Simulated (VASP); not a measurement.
# BaTa (P4/mmm) in VASP: a series of runs

BaTa is run at these levels: PBE; tasks: single point.

Everything below comes from runs of VASP 6.6.1. Logs are shortened: lines on timing, memory, paths and dates and some standing lists are left out, and cuts for length are marked.

## (1) The cell of the first run

Symmetry: P4/mmm, No. 123, tetragonal system. The conventional cell has a = 3.514 Å, b = 3.514 Å, c = 4.606 Å, α = 90.00°, β = 90.00°, γ = 90.00°. Ba (site symmetry 4/mmm) has 8 Ta at 3.39 Å and 4 Ba at 3.51 Å within 4.5 Å. Within 4.5 Å of Ta (site symmetry 4/mmm) lie 8 Ba at 3.39 Å and 4 Ta at 3.51 Å.

## (2) Single point, PBE

The input, INCAR:

```
SYSTEM = BaTa
PREC     = Accurate       ! precision mode
ENCUT    = 520            ! plane-wave cutoff, eV
EDIFF    = 1E-6           ! SCF threshold, eV
ISMEAR   = 0              ! smearing method
SIGMA    = 0.1            ! smearing width, eV
LREAL    = .False.        ! projectors in reciprocal space
LASPH    = .True.         ! aspherical terms in the spheres
NELM     = 100            ! most SCF steps
ALGO     = Normal         ! electronic algorithm
ISIF     = 2              ! what is computed and relaxed
LWAVE    = .False.        ! write WAVECAR
LCHARG   = .True.         ! write CHGCAR
GGA      = PE             ! functional
LELF     = .True.         ! ELF
LVHAR    = .True.       
NBANDS   = 18             ! bands
```

The input, KPOINTS:

```
Automatic mesh
0
Gamma
  6 6 4
  0 0 0
```

The input, POSCAR:

```
BaTa
1.0
    3.5139595067      0.0000000000      0.0000000000
    0.0000000000      3.5139595067      0.0000000000
    0.0000000000      0.0000000000      4.6057969249
Ba Ta
1 1
Direct
    0.5000000000      0.5000000000      0.5000000000
    0.0000000000      0.0000000000      0.0000000000
```

Potentials or basis: VASP PAW PBE potentials, release 64 (Ba_sv, Ta_pv).

On the command line:

```bash
$ cat potpaw_PBE.64/Ba_sv/POTCAR potpaw_PBE.64/Ta_pv/POTCAR > POTCAR
$ mpirun -np 1 vasp_std > vasp.out
```

OUTCAR:

```text
SYSTEM = BaTa
   PREC = Accurate
   ENCUT = 520
   EDIFF = 1E-6
   ISMEAR = 0
   LREAL = .False.
   LASPH = .True.
   NELM = 100
   ISIF = 2
   GGA = PE

 ion  position               nearest neighbor table
   1  0.500  0.500  0.500-   2 3.39   2 3.39   2 3.39   2 3.39   2 3.39   2 3.39   2 3.39   2 3.39

   2  0.000  0.000  0.000-   1 3.39   1 3.39   1 3.39   1 3.39   1 3.39   1 3.39   1 3.39   1 3.39

  LATTYP: Found a simple tetragonal cell.
 ALAT       =     3.5139595067
 C/A-ratio  =     1.3107142857

  Lattice vectors:

 A1 = (   3.5139595067,   0.0000000000,   0.0000000000)
 A2 = (   0.0000000000,   3.5139595067,   0.0000000000)
 A3 = (   0.0000000000,   0.0000000000,   4.6057969249)

Analysis of symmetry for initial positions (statically):
=====================================================================
 Subroutine PRICEL returns:
 Original cell was already a primitive cell.

 Routine SETGRP: Setting up the symmetry group for a
 simple tetragonal supercell.

 Subroutine GETGRP returns: Found 16 space group operations
 (whereof 16 operations were pure point group operations)
 out of a pool of 16 trial point group operations.

The static configuration has the point symmetry D_4h.

Analysis of symmetry for dynamics (positions and initial velocities):
=====================================================================
 Subroutine PRICEL returns:
 Original cell was already a primitive cell.

 Routine SETGRP: Setting up the symmetry group for a
 simple tetragonal supercell.

 Subroutine GETGRP returns: Found 16 space group operations
 (whereof 16 operations were pure point group operations)
 out of a pool of 16 trial point group operations.

The dynamic configuration has the point symmetry D_4h.

 Subroutine INISYM returns: Found 16 space group operations
 (whereof 16 operations are pure point group operations),
 and found     1 'primitive' translations

----------------------------------------------------------------------------------------

                                     Primitive cell

  volume of cell :      56.8720

  direct lattice vectors                    reciprocal lattice vectors
     3.513959507  0.000000000  0.000000000     0.284579261  0.000000000  0.000000000
     0.000000000  3.513959507  0.000000000     0.000000000  0.284579261  0.000000000
     0.000000000  0.000000000  4.605796925     0.000000000  0.000000000  0.217117692

  length of vectors
     3.513959507  3.513959507  4.605796925     0.284579261  0.284579261  0.217117692

  position of ions in fractional coordinates (direct lattice)
     0.500000000  0.500000000  0.500000000
     0.000000000  0.000000000  0.000000000

  ion indices of the primitive-cell ions
   primitive index   ion index
                 1           1
                 2           2

----------------------------------------------------------------------------------------

 KPOINTS: Automatic mesh

Automatic generation of k-mesh.
 Grid dimensions read from file:
 generate k-points for:    6    6    4

 Generating k-lattice:

  Cartesian coordinates                     Fractional coordinates (reciprocal lattice)
     0.047429877  0.000000000  0.000000000     0.166666667  0.000000000  0.000000000
     0.000000000  0.047429877  0.000000000     0.000000000  0.166666667  0.000000000
     0.000000000  0.000000000  0.054279423     0.000000000  0.000000000  0.250000000

  Length of vectors
     0.047429877  0.047429877  0.054279423

  Shift w.r.t. Gamma in fractional coordinates (k-lattice)
     0.000000000  0.000000000  0.000000000

 Subroutine IBZKPT returns following result:
 ===========================================

 Found     30 irreducible k-points:

 Following reciprocal coordinates:
            Coordinates               Weight
  0.000000  0.000000  0.000000      1.000000
  0.166667  0.000000  0.000000      4.000000
  0.333333  0.000000  0.000000      4.000000
  0.500000  0.000000  0.000000      2.000000
  0.166667  0.166667  0.000000      4.000000
  0.333333  0.166667  0.000000      8.000000
[... 16 lines left out ...]
  0.333333  0.000000  0.500000      4.000000
  0.500000  0.000000  0.500000      2.000000
 [... further k-points ...]
   k-points           NKPTS =     30   k-points in BZ     NKDIM =     30   number of bands    NBANDS=     18
   number of dos      NEDOS =    301   number of ions     NIONS =      2
   total plane-waves  NPLWV =  28224
   dimension x,y,z NGX =    28 NGY =   28 NGZ =   36
   dimension x,y,z NGXF=    56 NGYF=   56 NGZF=   72
   ions per type =               1   1
   NGX,Y,Z   is equivalent  to a cutoff of  13.25, 13.25, 12.99 a.u.
   NGXF,Y,Z  is equivalent  to a cutoff of  26.49, 26.49, 25.99 a.u.
 SYSTEM =  BaTa
   PREC   = accura    normal or accurate (medium, high low for compatibility)
   ISTART =      0    job   : 0-new  1-cont  2-samecut
   ICHARG =      2    charge: 1-file 2-atom 10-const
   ISPIN  =      1    spin polarized calculation?
   LNONCOLLINEAR =      F non collinear calculations
   LSORBIT =      F    spin-orbit coupling
   LASPH  =      T    aspherical Exc in radial PAW
   ENCUT  =  520.0 eV  38.22 Ry    6.18 a.u.   6.53  6.53  8.56*2*pi/ulx,y,z
   NELM   =    100;   NELMIN=  2; NELMDL= -5     # of ELM steps
   EDIFF  = 0.1E-05   stopping-criterion for ELM
   LREAL  =      F    real-space projection
   EDIFFG = 0.1E-04   stopping-criterion for IOM
   NSW    =      0    number of steps for IOM
   IBRION =     -1    ionic relax: 0-MD 1-quasi-New 2-CG
   NFREE  =      0    steps in history (QN), initial steepest desc. (CG)
   ISIF   =      2    stress and relaxation
   ISYM   =      2    0-nonsym 1-usesym 2-fastsym
   POTIM  = 0.5000    time-step for ionic-motion
   TEBEG  =    0.0;   TEEND  =   0.0 temperature during run
   PSTRESS=    0.0 pullay stress
   NELECT =      21.0000    total number of electrons
   NUPDOWN=      -1.0000    fix difference up-down
   EMIN   =  10.00;   EMAX   =-10.00  energy-range for DOS
   EFERMI =   0.00;   METHOD = LEGACY
   ISMEAR =     0;   SIGMA  =   0.10  broadening in eV -4-tet -1-fermi 0-gaus
   EFERMI_NEDOS =   21; number of points for ismear=-14 and -15
   IALGO  =     38    algorithm
   IMIX   =      4    mixing-type and parameters
     AMIX     =   0.40;   BMIX     =  1.00
     AMIX_MAG =   1.60;   BMIX_MAG =  1.00
  volume/ion in A,a.u.               =      28.44       191.90
  Fermi-wavevector in a.u.,A,eV,Ry     =   1.174488  2.219460 18.768169  1.379422
  Thomas-Fermi vector in A             =   2.310884
   LORBIT       =      0    0 simple, 1 ext, 2 COOP (PROOUT), +10 PAW based schemes
   GGA     = PE    functional components
   LHFCALC =     F    Hartree Fock is set to
   AEXX    =    0.0000 exact exchange contribution
   IVDW    =     0    specifies the selected vdW correction
   LEPSILON=     F    determine dielectric tensor
   LRPA    =     F    only Hartree local field effects (RPA)
 non-spin polarized calculation
 Gauss-broadening in eV      SIGMA  =   0.10
  energy-cutoff  :      520.00
  volume of cell :       56.87
 maximum number of plane-waves:      1561
 NGX is ok and might be reduce to    28
   NGX = 13   NGY = 13   NGZ = 17

 number of electron      20.9999998 magnetization

 Free energy of the ion-electron system (eV)
  ---------------------------------------------------
  ext. energy  EPLUGINS =         0.00000000
  ---------------------------------------------------
  free energy    TOTEN  =       -10.48341730 eV

  energy without entropy =      -10.47616080  energy(sigma->0) =      -10.47978905

 E-fermi :   4.0074     XC(G=0): -10.4199

 val. band max:        3.9274325763   @ k =   0.5000   0.3333   0.5000
 cond. band min:       4.0407620936   @ k =   0.1667   0.1667   0.5000
 fundamental gap:      0.1133295173
 Fermi energy:         4.0073632045

 k-point     1 :       0.0000    0.0000    0.0000
  band No.  band energies     occupation
      1     -30.9817      2.00000
      2     -30.9067      2.00000
      3     -30.9067      2.00000
      4     -23.4291      2.00000
      5      -8.7006      2.00000
      6      -7.8698      2.00000
[... 10 lines left out ...]
     17      11.8766      0.00000
     18      11.8769      0.00000

 k-point     2 :       0.1667    0.0000    0.0000
  band No.  band energies     occupation
      1     -30.9791      2.00000
      2     -30.9318      2.00000
      3     -30.9047      2.00000
      4     -23.3701      2.00000
      5      -8.6557      2.00000
      6      -8.4658      2.00000
[... 10 lines left out ...]
     17      10.2272      0.00000
     18      11.1388      0.00000

 k-point     3 :       0.3333    0.0000    0.0000
  band No.  band energies     occupation
      1     -30.9815      2.00000
      2     -30.9739      2.00000
      3     -30.9006      2.00000
      4     -23.2482      2.00000
      5      -9.4490      2.00000
      6      -8.5636      2.00000
[... 10 lines left out ...]
     17       8.4866      0.00000
     18      10.6503      0.00000

 k-point     4 :       0.5000    0.0000    0.0000
  band No.  band energies     occupation
      1     -31.0062      2.00000
      2     -30.9714      2.00000
      3     -30.8986      2.00000
      4     -23.1852      2.00000
      5      -9.8744      2.00000
      6      -8.5164      2.00000
[... 10 lines left out ...]
     17       7.8462      0.00000
     18      10.2238      0.00000

 k-point     5 :       0.1667    0.1667    0.0000
  band No.  band energies     occupation
      1     -30.9766      2.00000
      2     -30.9304      2.00000
      3     -30.9286      2.00000
      4     -23.3131      2.00000
      5      -8.6022      2.00000
      6      -8.4625      2.00000
[... 10 lines left out ...]
     17       8.8010      0.00000
     18      11.2363      0.00000

 k-point     6 :       0.3333    0.1667    0.0000
  band No.  band energies     occupation
      1     -30.9787      2.00000
      2     -30.9715      2.00000
      3     -30.9249      2.00000
      4     -23.1955      2.00000
      5      -9.3557      2.00000
      6      -8.4918      2.00000
[... 10 lines left out ...]
     17       9.0723      0.00000
     18      10.8335      0.00000

 k-point     7 :       0.5000    0.1667    0.0000
  band No.  band energies     occupation
      1     -31.0031      2.00000
      2     -30.9690      2.00000
      3     -30.9226      2.00000
      4     -23.1347      2.00000
      5      -9.7691      2.00000
      6      -8.4348      2.00000
[... 10 lines left out ...]
     17       8.5548      0.00000
     18      10.4691      0.00000

 k-point     8 :       0.3333    0.3333    0.0000
  band No.  band energies     occupation
      1     -30.9739      2.00000
      2     -30.9721      2.00000
      3     -30.9667      2.00000
      4     -23.0868      2.00000
      5      -9.2041      2.00000
      6      -9.0964      2.00000
[... 10 lines left out ...]
     17       9.6579      0.00000
     18      11.0596      0.00000
[... 229 lines left out ...]
     17      10.1489      0.00000
     18      11.6554      0.00000

 k-point    20 :       0.5000    0.5000    0.2500
  band No.  band energies     occupation
      1     -30.9934      2.00000
      2     -30.9934      2.00000
      3     -30.9638      2.00000
      4     -22.9709      2.00000
      5      -9.4482      2.00000
      6      -9.4482      2.00000
[... 10 lines left out ...]
     17      10.7216      0.00000
     18      12.4528      0.00000

 k-point    21 :       0.0000    0.0000    0.5000
  band No.  band energies     occupation
      1     -30.9900      2.00000
      2     -30.9063      2.00000
      3     -30.9063      2.00000
      4     -23.3943      2.00000
      5      -9.1959      2.00000
      6      -7.8911      2.00000
[... 10 lines left out ...]
     17       8.2657      0.00000
     18       8.2657      0.00000

 k-point    22 :       0.1667    0.0000    0.5000
  band No.  band energies     occupation
      1     -30.9864      2.00000
      2     -30.9308      2.00000
      3     -30.9043      2.00000
      4     -23.3439      2.00000
      5      -9.0717      2.00000
      6      -8.4208      2.00000
[... 10 lines left out ...]
     17       8.6846      0.00000
     18       9.2500      0.00000

 k-point    23 :       0.3333    0.0000    0.5000
  band No.  band energies     occupation
      1     -30.9796      2.00000
      2     -30.9794      2.00000
      3     -30.9003      2.00000
      4     -23.2399      2.00000
      5      -9.3215      2.00000
      6      -8.8067      2.00000
[... 10 lines left out ...]
     17      10.3540      0.00000
     18      10.6497      0.00000

 k-point    24 :       0.5000    0.0000    0.5000
  band No.  band energies     occupation
      1     -31.0037      2.00000
      2     -30.9758      2.00000
      3     -30.8984      2.00000
      4     -23.1862      2.00000
      5      -9.7175      2.00000
      6      -8.6642      2.00000
[... 10 lines left out ...]
     17      10.4776      0.00000
     18      11.8625      0.00000

 [... further k-points ...]

------------------------ aborting loop because EDIFF is reached ----------------------------------------

  FORCE on cell =-STRESS in cart. coord.  units (eV):
  Direction    XX          YY          ZZ          XY          YZ          ZX
  --------------------------------------------------------------------------------------
  -------------------------------------------------------------------------------------
  Total       -0.4489934     -0.4489934      1.8780402      0.0000000      0.0000000     -0.0000000
  in kB      -12.6488841    -12.6488841     52.9074921      0.0000000      0.0000000     -0.0000000
  external PRESSURE =       9.2032413 kB  Pullay stress =       0.0000000 kB

 VOLUME and BASIS-vectors are now :
 -----------------------------------------------------------------------------
  energy-cutoff  :      520.00
  volume of cell :       56.87
      direct lattice vectors                 reciprocal lattice vectors
     3.513959507  0.000000000  0.000000000     0.284579261  0.000000000  0.000000000
     0.000000000  3.513959507  0.000000000     0.000000000  0.284579261  0.000000000
     0.000000000  0.000000000  4.605796925     0.000000000  0.000000000  0.217117692

 POSITION                                       TOTAL-FORCE (eV/Angst)
 -----------------------------------------------------------------------------------
      1.75698      1.75698      2.30290         0.000000      0.000000      0.000000
      0.00000      0.00000      0.00000         0.000000      0.000000      0.000000
 -----------------------------------------------------------------------------------
    total drift:                               -0.000000      0.000000      0.000000

  FREE ENERGIE OF THE ION-ELECTRON SYSTEM (eV)
  ---------------------------------------------------
  free  energy   TOTEN  =       -10.4834173022 eV

  energy  without entropy=      -10.4761608030  energy(sigma->0) =      -10.47978905
```

Wall time 12 s (1 thread of Intel Xeon 6975P-C (Granite Rapids), shared host); peak memory 0.18 GiB.

Results:

```yaml
Free_energy: -10.4834 eV
Pressure: 0.9 GPa
```

Caveat: spin-orbit coupling is left out, which moves the levels of the heavy elements.

## (3) Single point, PBE

INCAR, as its differences from that of step 2:

```diff
@@ -2,3 +2,3 @@
 PREC     = Accurate       ! precision mode
-ENCUT    = 520            ! plane-wave cutoff, eV
+ENCUT    = 500            ! plane-wave cutoff, eV
 EDIFF    = 1E-6           ! SCF threshold, eV
@@ -8,3 +8,3 @@
 LASPH    = .True.         ! aspherical terms in the spheres
-NELM     = 100            ! most SCF steps
+NELM     = 120            ! most SCF steps
 ALGO     = Normal         ! electronic algorithm
@@ -17 +17,2 @@
 NBANDS   = 18             ! bands
+GGA_COMPAT= .False.
```

KPOINTS is that of step 2.

POSCAR is that of step 2.

Potentials or basis: VASP PAW PBE potentials, release 64 (Ba_sv, Ta_sv_GW).

On the command line:

```bash
$ cat potpaw_PBE.64/Ba_sv/POTCAR potpaw_PBE.64/Ta_sv_GW/POTCAR > POTCAR
$ mpirun -np 1 vasp_std > vasp.out
```

Wall time 27 s (1 thread of Intel Xeon Platinum 8488C (Sapphire Rapids), shared host); peak memory 0.2 GiB.

It converged, with:

```yaml
Free_energy: -12.9667 eV
Pressure: 0.6 GPa
```

Stress tensor (GPa, compression positive):
```
-1.60  0.00  0.00
 0.00 -1.60  0.00
 0.00  0.00  4.96
```

Levels at points of the mesh, in eV from the Fermi level:
| k point | band 8 | band 9 | band 10 | band 11 | band 12 | band 13 | band 14 | band 15 |
| --- | --- | --- | --- | --- | --- | --- | --- | --- |
| (0.00, 0.00, 0.00) | -11.88 | -4.96 | -2.30 | -2.02 | 0.54 | 0.54 | 1.90 | 2.34 |
| (0.50, 0.00, 0.00) | -11.69 | -1.93 | -0.94 | -0.30 | 0.21 | 0.64 | 0.88 | 1.25 |
| (0.50, 0.50, 0.00) | -12.18 | -3.18 | -2.15 | -1.76 | -1.76 | 3.03 | 3.03 | 3.11 |
| (0.00, 0.00, 0.50) | -11.90 | -2.71 | -1.37 | -1.13 | 0.51 | 0.77 | 1.28 | 1.28 |
| (0.50, 0.00, 0.50) | -11.66 | -3.69 | -1.52 | 0.18 | 0.26 | 0.32 | 1.83 | 2.96 |
| (0.50, 0.50, 0.50) | -12.47 | -1.21 | -0.58 | -0.24 | -0.24 | 0.28 | 0.28 | 0.46 |

Caveat: spin-orbit coupling is left out, which moves the levels of the heavy elements.
